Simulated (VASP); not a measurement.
# CaF2 (Fm-3m) in VASP: single point with HSE06

Aim: the single point of CaF2 with HSE06.

Program: VASP 6.6.1. These are calculated values, not measurements. Logs are shortened: lines on timing, memory, paths and dates and some standing lists are left out, and cuts for length are marked.

## 1. The cell of the first run

Symmetry: Fm-3m, No. 225, cubic system. Conventional cell: a = 5.665 Å, b = 5.665 Å, c = 5.665 Å, α = 90.00°, β = 90.00°, γ = 90.00°. Within 3.2 Å of Ca (site symmetry m-3m) lie 8 F at 2.45 Å. Within 3.2 Å of F (site symmetry -43m) lie 4 Ca at 2.45 Å and 6 F at 2.83 Å.

## 2. Single point, HSE06 (strain +4.2%)

Contents of POSCAR:

```
CaF2
1.0
    0.0000000000      2.8324559908      2.8324559908
    2.8324559908      0.0000000000      2.8324559908
    2.8324559908      2.8324559908      0.0000000000
Ca F
1 2
Direct
    0.0000000000      0.0000000000      0.0000000000
    0.2500000000      0.2500000000      0.2500000000
    0.7500000000      0.7500000000      0.7500000000
```

Contents of INCAR.step1:

```
PREC = Accurate
ENCUT = 520
EDIFF = 1E-5
ISMEAR = 0
SIGMA = 0.01
LREAL = F
LASPH = T
NELM = 120
ALGO = Normal
ISIF = 2
LWAVE = T
GGA = PE
NBANDS = 19
GGA_COMPAT = F
```

Contents of INCAR.step2:

```
PREC = Accurate
ENCUT = 520
EDIFF = 1E-6
ISMEAR = 0
SIGMA = 0.01
LREAL = F
LASPH = T
NELM = 120
ALGO = Normal
ISIF = 2
LWAVE = F
LCHARG = T
GGA = PE
LHFCALC = T
HFSCREEN = 0.2079
PRECFOCK = Normal
LELF = T
LVHAR = T
ISTART = 1
NBANDS = 19
GGA_COMPAT = F
```

Contents of KPOINTS:

```
regular mesh
0
Gamma
  6 6 6
```

Potentials or basis: VASP PAW PBE potentials, release 64 (Ca_sv, F).

The run is started by

```
cat potpaw_PBE.64/Ca_sv/POTCAR potpaw_PBE.64/F/POTCAR > POTCAR
cp INCAR.step1 INCAR
mpirun -np 1 vasp_std > vasp.out
cp INCAR.step2 INCAR
mpirun -np 1 vasp_std > vasp.out
```

OUTCAR:

```text
PREC = Accurate
   ENCUT = 520
   EDIFF = 1E-6
   ISMEAR = 0
   LREAL = F
   LASPH = T
   NELM = 120
   ISIF = 2
   GGA = PE
   LHFCALC = T
   HFSCREEN = 0.2079
   PRECFOCK = Normal
   ISTART = 1

 ion  position               nearest neighbor table
   1  0.000  0.000  0.000-   2 2.45   3 2.45   3 2.45   3 2.45   3 2.45   2 2.45   2 2.45   2 2.45

   2  0.250  0.250  0.250-   1 2.45   1 2.45   1 2.45   1 2.45
   3  0.750  0.750  0.750-   1 2.45   1 2.45   1 2.45   1 2.45

  LATTYP: Found a face centered cubic cell.
 ALAT       =     5.6649119816

  Lattice vectors:

 A1 = (   0.0000000000,   2.8324559908,   2.8324559908)
 A2 = (   2.8324559908,   0.0000000000,   2.8324559908)
 A3 = (   2.8324559908,   2.8324559908,   0.0000000000)

Analysis of symmetry for initial positions (statically):
=====================================================================
 Subroutine PRICEL returns:
 Original cell was already a primitive cell.

 Routine SETGRP: Setting up the symmetry group for a
 face centered cubic supercell.

 Subroutine GETGRP returns: Found 48 space group operations
 (whereof 48 operations were pure point group operations)
 out of a pool of 48 trial point group operations.

The static configuration has the point symmetry O_h .

Analysis of symmetry for dynamics (positions and initial velocities):
=====================================================================
 Subroutine PRICEL returns:
 Original cell was already a primitive cell.

 Routine SETGRP: Setting up the symmetry group for a
 face centered cubic supercell.

 Subroutine GETGRP returns: Found 48 space group operations
 (whereof 48 operations were pure point group operations)
 out of a pool of 48 trial point group operations.

The dynamic configuration has the point symmetry O_h .

 Subroutine INISYM returns: Found 48 space group operations
 (whereof 48 operations are pure point group operations),
 and found     1 'primitive' translations

----------------------------------------------------------------------------------------

                                     Primitive cell

  volume of cell :      45.4485

  direct lattice vectors                    reciprocal lattice vectors
     0.000000000  2.832455991  2.832455991    -0.176525249  0.176525249  0.176525249
     2.832455991  0.000000000  2.832455991     0.176525249 -0.176525249  0.176525249
     2.832455991  2.832455991  0.000000000     0.176525249  0.176525249 -0.176525249

  length of vectors
     4.005697677  4.005697677  4.005697677     0.305750701  0.305750701  0.305750701

  position of ions in fractional coordinates (direct lattice)
     0.000000000  0.000000000  0.000000000
     0.250000000  0.250000000  0.250000000
     0.750000000  0.750000000  0.750000000

  ion indices of the primitive-cell ions
   primitive index   ion index
                 1           1
                 2           2
                 3           3

----------------------------------------------------------------------------------------

 KPOINTS: regular mesh

Automatic generation of k-mesh.
 Grid dimensions read from file:
 generate k-points for:    6    6    6

 Generating k-lattice:

  Cartesian coordinates                     Fractional coordinates (reciprocal lattice)
    -0.029420875  0.029420875  0.029420875     0.166666667  0.000000000  0.000000000
     0.029420875 -0.029420875  0.029420875     0.000000000  0.166666667  0.000000000
     0.029420875  0.029420875 -0.029420875     0.000000000  0.000000000  0.166666667

  Length of vectors
     0.050958450  0.050958450  0.050958450

  Shift w.r.t. Gamma in fractional coordinates (k-lattice)
     0.000000000  0.000000000  0.000000000

 Subroutine IBZKPT returns following result:
 ===========================================

 Found     16 irreducible k-points:

 Following reciprocal coordinates:
            Coordinates               Weight
  0.000000  0.000000  0.000000      1.000000
  0.166667  0.000000  0.000000      8.000000
  0.333333  0.000000  0.000000      8.000000
  0.500000  0.000000  0.000000      4.000000
  0.166667  0.166667  0.000000      6.000000
  0.333333  0.166667  0.000000     24.000000
[... 8 lines left out ...]
 -0.333333  0.333333  0.166667     24.000000
 -0.333333  0.500000  0.166667     12.000000
   k-points           NKPTS =     16   k-points in BZ     NKDIM =    216   number of bands    NBANDS=     19
   number of dos      NEDOS =    301   number of ions     NIONS =      3
   total plane-waves  NPLWV =  27000
   dimension x,y,z NGX =    30 NGY =   30 NGZ =   30
   dimension x,y,z NGXF=    60 NGYF=   60 NGZF=   60
   ions per type =               1   2
   NGX,Y,Z   is equivalent  to a cutoff of  12.45, 12.45, 12.45 a.u.
   NGXF,Y,Z  is equivalent  to a cutoff of  24.90, 24.90, 24.90 a.u.
 SYSTEM =  unknown system
   PREC   = accura    normal or accurate (medium, high low for compatibility)
   ISTART =      1    job   : 0-new  1-cont  2-samecut
   ICHARG =      0    charge: 1-file 2-atom 10-const
   ISPIN  =      1    spin polarized calculation?
   LNONCOLLINEAR =      F non collinear calculations
   LSORBIT =      F    spin-orbit coupling
   LASPH  =      T    aspherical Exc in radial PAW
   ENCUT  =  520.0 eV  38.22 Ry    6.18 a.u.   7.45  7.45  7.45*2*pi/ulx,y,z
   NELM   =    120;   NELMIN=  2; NELMDL=  0     # of ELM steps
   EDIFF  = 0.1E-05   stopping-criterion for ELM
   LREAL  =      F    real-space projection
   EDIFFG = 0.1E-04   stopping-criterion for IOM
   NSW    =      0    number of steps for IOM
   IBRION =     -1    ionic relax: 0-MD 1-quasi-New 2-CG
   NFREE  =      0    steps in history (QN), initial steepest desc. (CG)
   ISIF   =      2    stress and relaxation
   ISYM   =      3    0-nonsym 1-usesym 2-fastsym
   POTIM  = 0.5000    time-step for ionic-motion
   TEBEG  =    0.0;   TEEND  =   0.0 temperature during run
   PSTRESS=    0.0 pullay stress
   NELECT =      24.0000    total number of electrons
   NUPDOWN=      -1.0000    fix difference up-down
   EMIN   =  10.00;   EMAX   =-10.00  energy-range for DOS
   EFERMI =   0.00;   METHOD = LEGACY
   ISMEAR =     0;   SIGMA  =   0.01  broadening in eV -4-tet -1-fermi 0-gaus
   EFERMI_NEDOS =   21; number of points for ismear=-14 and -15
   IALGO  =     38    algorithm
   IMIX   =      1    mixing-type and parameters
     AMIX     =   0.40;   BMIX     =  1.00
     AMIX_MAG =   1.60;   BMIX_MAG =  1.00
  volume/ion in A,a.u.               =      15.15       102.23
  Fermi-wavevector in a.u.,A,eV,Ry     =   1.323240  2.500562 23.823326  1.750965
  Thomas-Fermi vector in A             =   2.452863
   LORBIT       =      0    0 simple, 1 ext, 2 COOP (PROOUT), +10 PAW based schemes
   GGA     = PE    functional components
   LHFCALC =     T    Hartree Fock is set to
   PRECFOCK=normal    Normal, Fast or Accurate (Low or Medium for compatibility)
   ENCUT4O =  -1.0   cutoff for four orbital integrals eV
   NKREDX  =     1    reduce k-point grid by
   NKREDY  =     1    reduce k-point grid by
   NKREDZ  =     1    reduce k-point grid by
   AEXX    =    0.2500 exact exchange contribution
   HFSCREEN=    0.2079 screening length (either q_TF or 0.3 A-1)
   HFSCREENC=   0.2079 screening length for correlation (either q_TF or 0.3 A-1)
   ENCUTFOCK=  -1.0 apply spherical cutoff to Coloumb kernel
   IVDW    =     0    specifies the selected vdW correction
   LEPSILON=     F    determine dielectric tensor
   LRPA    =     F    only Hartree local field effects (RPA)
 non-spin polarized calculation
 Gauss-broadening in eV      SIGMA  =   0.01
  energy-cutoff  :      520.00
  volume of cell :       45.45
 maximum number of plane-waves:      1243
 NGX is ok and might be reduce to    30
  NGX = 24; NGY = 24; NGZ = 24

 number of electron      24.0000029 magnetization

 Free energy of the ion-electron system (eV)
  ---------------------------------------------------
  ext. energy  EPLUGINS =         0.00000000
  ---------------------------------------------------
  free energy    TOTEN  =       -20.50508932 eV

  energy without entropy =      -20.50508932  energy(sigma->0) =      -20.50508932

 E-fermi :  -2.9910     XC(G=0):  -7.4843

 val. band max:       -3.0923629408   @ k =   0.5000   0.5000   0.0000
 cond. band min:       5.5825769431   @ k =   0.0000   0.0000   0.0000
 fundamental gap:      8.6749398840
 Fermi energy:        -2.9910388916

 k-point     1 :       0.0000    0.0000    0.0000
  band No.  band energies     occupation
      1     -41.7013      2.00000
      2     -24.3677      2.00000
      3     -23.7305      2.00000
      4     -21.1664      2.00000
      5     -21.1664      2.00000
      6     -21.1664      2.00000
[... 11 lines left out ...]
     18      10.0936      0.00000
     19      15.1003      0.00000

 k-point     2 :       0.1667    0.0000    0.0000
  band No.  band energies     occupation
      1     -41.6966      2.00000
      2     -24.3981      2.00000
      3     -23.7847      2.00000
      4     -21.1737      2.00000
      5     -21.1737      2.00000
      6     -21.0893      2.00000
[... 11 lines left out ...]
     18      10.0407      0.00000
     19      13.9603      0.00000

 k-point     3 :       0.3333    0.0000    0.0000
  band No.  band energies     occupation
      1     -41.6870      2.00000
      2     -24.4117      2.00000
      3     -23.9475      2.00000
      4     -21.1885      2.00000
      5     -21.1885      2.00000
      6     -20.9250      2.00000
[... 11 lines left out ...]
     18       9.9332      0.00000
     19      12.3795      0.00000

 k-point     4 :       0.5000    0.0000    0.0000
  band No.  band energies     occupation
      1     -41.6822      2.00000
      2     -24.3785      2.00000
      3     -24.0703      2.00000
      4     -21.1958      2.00000
      5     -21.1958      2.00000
      6     -20.8392      2.00000
[... 11 lines left out ...]
     18       9.8784      0.00000
     19      11.8446      0.00000

 k-point     5 :       0.1667    0.1667    0.0000
  band No.  band energies     occupation
      1     -41.6950      2.00000
      2     -24.4165      2.00000
      3     -23.7909      2.00000
      4     -21.1845      2.00000
      5     -21.1845      2.00000
      6     -21.0507      2.00000
[... 11 lines left out ...]
     18      10.0188      0.00000
     19      14.5793      0.00000

 k-point     6 :       0.3333    0.1667    0.0000
  band No.  band energies     occupation
      1     -41.6870      2.00000
      2     -24.4410      2.00000
      3     -23.9100      2.00000
      4     -21.2008      2.00000
      5     -21.1691      2.00000
      6     -20.9396      2.00000
[... 11 lines left out ...]
     18      10.0262      0.00000
     19      13.3649      0.00000

 k-point     7 :       0.5000    0.1667    0.0000
  band No.  band energies     occupation
      1     -41.6807      2.00000
      2     -24.3746      2.00000
      3     -24.1044      2.00000
      4     -21.2065      2.00000
      5     -21.1244      2.00000
      6     -20.8745      2.00000
[... 11 lines left out ...]
     18      10.4870      0.00000
     19      12.2065      0.00000

 k-point     8 :      -0.3333    0.1667    0.0000
  band No.  band energies     occupation
      1     -41.6823      2.00000
      2     -24.3762      2.00000
      3     -24.0768      2.00000
      4     -21.1958      2.00000
      5     -21.1134      2.00000
      6     -20.9165      2.00000
[... 80 lines left out ...]
 k-point    12 :      -0.3333    0.3333    0.0000
  band No.  band energies     occupation
      1     -41.6775      2.00000
      2     -24.3051      2.00000
      3     -24.2341      2.00000
      4     -21.2156      2.00000
      5     -21.0307      2.00000
      6     -20.9092      2.00000
[... 11 lines left out ...]
     18      11.8216      0.00000
     19      13.1510      0.00000

 k-point    13 :       0.5000    0.5000    0.0000
  band No.  band energies     occupation
      1     -41.6759      2.00000
      2     -24.5460      2.00000
      3     -23.9669      2.00000
      4     -21.2385      2.00000
      5     -21.2385      2.00000
      6     -20.7100      2.00000
[... 11 lines left out ...]
     18      11.3476      0.00000
     19      13.0363      0.00000

 k-point    14 :       0.5000    0.3333    0.1667
  band No.  band energies     occupation
      1     -41.6807      2.00000
      2     -24.4196      2.00000
      3     -24.0521      2.00000
      4     -21.2149      2.00000
      5     -21.1054      2.00000
      6     -20.8919      2.00000
[... 11 lines left out ...]
     18      10.5394      0.00000
     19      13.4305      0.00000

 k-point    15 :      -0.3333    0.3333    0.1667
  band No.  band energies     occupation
      1     -41.6775      2.00000
      2     -24.3069      2.00000
      3     -24.2319      2.00000
      4     -21.2248      2.00000
      5     -21.0069      2.00000
      6     -20.9238      2.00000
[... 11 lines left out ...]
     18      11.7692      0.00000
     19      12.6036      0.00000

 k-point    16 :      -0.3333    0.5000    0.1667
  band No.  band energies     occupation
      1     -41.6759      2.00000
      2     -24.4190      2.00000
      3     -24.1326      2.00000
      4     -21.2394      2.00000
      5     -21.0846      2.00000
      6     -20.8237      2.00000
[... 11 lines left out ...]
     18      12.7227      0.00000
     19      13.0025      0.00000

------------------------ aborting loop because EDIFF is reached ----------------------------------------

  FORCE on cell =-STRESS in cart. coord.  units (eV):
  Direction    XX          YY          ZZ          XY          YZ          ZX
  --------------------------------------------------------------------------------------
  -------------------------------------------------------------------------------------
  Total       -1.9291911     -1.9291911     -1.9291911      0.0000000      0.0000000      0.0000000
  in kB      -68.0089895    -68.0089895    -68.0089895      0.0000000      0.0000000      0.0000000
  external PRESSURE =     -68.0089895 kB  Pullay stress =       0.0000000 kB

 VOLUME and BASIS-vectors are now :
 -----------------------------------------------------------------------------
  energy-cutoff  :      520.00
  volume of cell :       45.45
      direct lattice vectors                 reciprocal lattice vectors
     0.000000000  2.832455991  2.832455991    -0.176525249  0.176525249  0.176525249
     2.832455991  0.000000000  2.832455991     0.176525249 -0.176525249  0.176525249
     2.832455991  2.832455991  0.000000000     0.176525249  0.176525249 -0.176525249

 POSITION                                       TOTAL-FORCE (eV/Angst)
 -----------------------------------------------------------------------------------
      0.00000      0.00000      0.00000        -0.000000      0.000000      0.000000
      1.41623      1.41623      1.41623        -0.000000     -0.000000     -0.000000
      4.24868      4.24868      4.24868         0.000000      0.000000      0.000000
 -----------------------------------------------------------------------------------
    total drift:                               -0.000000     -0.000000     -0.000000

  FREE ENERGIE OF THE ION-ELECTRON SYSTEM (eV)
  ---------------------------------------------------
  free  energy   TOTEN  =       -20.5050893239 eV

  energy  without entropy=      -20.5050893239  energy(sigma->0) =      -20.50508932
```

It took 46 min on 1 thread of Intel Xeon Platinum 8488C (Sapphire Rapids), shared host; peak memory 0.29 GiB.

What came out:

* Free energy: -20.5051 eV
* Pressure: -6.8 GPa
* Band gap on the k mesh: 8.68 eV (least direct gap 8.92 eV)

Caveat: the cell differs from its parent crystal (strain +4.2%); the cell stands under tension; the PAW data sets were made with another functional, which shifts forces and pressure a little. A k mesh can miss the band edges.
